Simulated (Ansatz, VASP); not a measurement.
CuO: VASP beside Ansatz

File INCAR:

```
PREC = Accurate ; ENCUT = 520
EDIFF = 1E-7 ; ISMEAR = -1
SIGMA = 0.05 ; LREAL = F
LASPH = T ; NELM = 150
ALGO = Normal ; ISIF = 2
LWAVE = F ; LCHARG = T
LMAXMIX = 4 ; LDAU = T
LDAUTYPE = 2 ; LDAUL = 2 -1
LDAUU = 4.5 0 ; LDAUJ = 0 0
LDAUPRINT = 1 ; LELF = T
LVHAR = T ; NBANDS = 44
```

File KPOINTS:

```
Automatic mesh
0
Gamma
  9 5 5
```

The input POSCAR:

```
CuO
1.0
    2.3418500000     -1.7113000000      0.0000000000
   -1.4918200000     -1.7113000000     -5.0578700000
    2.3418500000      5.1339000000      0.0000000000
Cu O
4 4
Direct
    0.3213271600      0.9565765600      0.2905417800
    0.6786728400      0.0434234400      0.7094582200
    0.3225567000      0.5218645100      0.6836463300
    0.6774433000      0.4781354900      0.3163536700
    0.4176716400      0.7073204800      0.0098998500
    0.4139283600      0.7926795200      0.6585001500
    0.2249395900      0.3481680500      0.0734239800
    0.9434604100      0.1518319500      0.2581760200
```

Contents of input.yaml:

```yaml
crystal:
  lattice:
    - [2.34185, -1.7113, 0.0]
    - [-1.49182, -1.7113, -5.05787]
    - [2.34185, 5.1339, 0.0]
  atoms:
    - { symbol: Cu, position: [0.32132716, 0.95657656, 0.29054178] }
    - { symbol: Cu, position: [0.67867284, 0.04342344, 0.70945822] }
    - { symbol: Cu, position: [0.3225567, 0.52186451, 0.68364633] }
    - { symbol: Cu, position: [0.6774433, 0.47813549, 0.31635367] }
    - { symbol: O, position: [0.41767164, 0.70732048, 0.00989985] }
    - { symbol: O, position: [0.41392836, 0.79267952, 0.65850015] }
    - { symbol: O, position: [0.22493959, 0.34816805, 0.07342398] }
    - { symbol: O, position: [0.94346041, 0.15183195, 0.25817602] }
hamiltonian:
  xc: lda
  pseudopotentials: { kind: paw }
  hubbard: { sites: [{ species: Cu, l: d, u_eff: 4.5 }] }
kpoints:
  mp_grid: { grid: [9, 5, 5] }
  band_path:
    path:
      - [[0.5, 0.0, 0.0], [0.0, 0.0, 0.0], [0.0, -0.5, 0.0]]
      - [[0.5, -0.5, 0.0], [0.0, 0.0, 0.0], [0.0, 0.5, -0.5]]
      - [[0.5, 0.5, -0.5], [0.0, 0.0, 0.0], [0.0, 0.0, -0.5]]
      - [[0.5, 0.0, -0.5], [0.0, 0.0, 0.0]]
    npoints: 10
scf:
  occupations: { method: fermi_dirac, width: 0.05 }
  n_extra_bands: 20
output:
  forces: true
  stress: true
  eigenvalues: true
  fatbands: true
```

Alike in both runs: functional LDA; k mesh 9 × 5 × 5; occupations fermi-dirac, width 0.05 eV; no spin polarisation; Hubbard terms Cu d U = 4.5 eV.

```csv
,VASP,Ansatz
version,VASP 6.6.1,Ansatz 0.2.0
potentials or method,"VASP PAW LDA potentials, release 64 (Cu, O)",Ansatz PAW
plane-wave cutoff (eV),520,420
valence electrons in the cell,68,100
task,single point,band structure
```

|  | VASP | Ansatz | Ansatz less VASP |
| --- | --- | --- | --- |
| gap on the k mesh at the Fermi level (eV) | none | none | - |
| rms of the force components (eV/Å) | 4.080 | 4.719 | +0.6392 |

LDA's correlation is that of Perdew and Zunger in VASP and of Perdew and Wang (1992) in Ansatz. The programs project onto different local orbitals, so the same U acts differently, and such runs can settle in different states. Atom by atom the forces differ by 0.672 eV/Å (rms over components). A gap of «none» marks a metal or a gap that the smearing closes. VASP's potentials hold 68 valence electrons a cell and Ansatz's 100, so a difference there can come from the potentials and not from the codes.
